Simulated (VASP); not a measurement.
Input of a VASP 6.6.1 run:

INCAR

```
ALGO     = Normal         # electronic algorithm
EDIFF    = 1E-7           # SCF threshold, eV
ENCUT    = 520            # plane-wave cutoff, eV
GGA      = PS             # functional
ISIF     = 2              # what is computed and relaxed
ISMEAR   = -1             # smearing method
LASPH    = T              # aspherical terms in the spheres
LCHARG   = F              # write CHGCAR
LREAL    = F              # projectors in reciprocal space
LWAVE    = F              # write WAVECAR
NBANDS   = 18             # bands
NELM     = 100            # most SCF steps
PREC     = Accurate       # precision mode
SIGMA    = 0.1            # smearing width, eV
```

File KPOINTS:

```
k-points
0
Gamma
  10 10 10
```

The input POSCAR:

```
Ta
1.0
    0.0000000000      3.1179214370      3.1179214370
    3.1179214370      0.0000000000      3.1179214370
    3.1179214370      3.1179214370      0.0000000000
Ta
2
Direct
    0.1250000000      0.1250000000      0.1250000000
    0.8750000000      0.8750000000      0.8750000000
```

Potentials or basis: VASP PAW PBE potentials, release 64 (Ta_pv).

Launch:

```sh
$ cat potpaw_PBE.64/Ta_pv/POTCAR > POTCAR
$ mpirun -np 1 vasp_std > vasp.out
```

**Question.** What does it give for the pressure?

**Answer.** -7.0 GPa.

**Question.** Predict the band gap on the k mesh.

**Answer.** Zero (band 11 reaches 1.93 eV, above the bottom of band 12 at 1.18 eV).

Caveat: the PAW data sets were made with another functional, which shifts forces and pressure a little; spin-orbit coupling is left out, which moves the levels of the heavy elements.
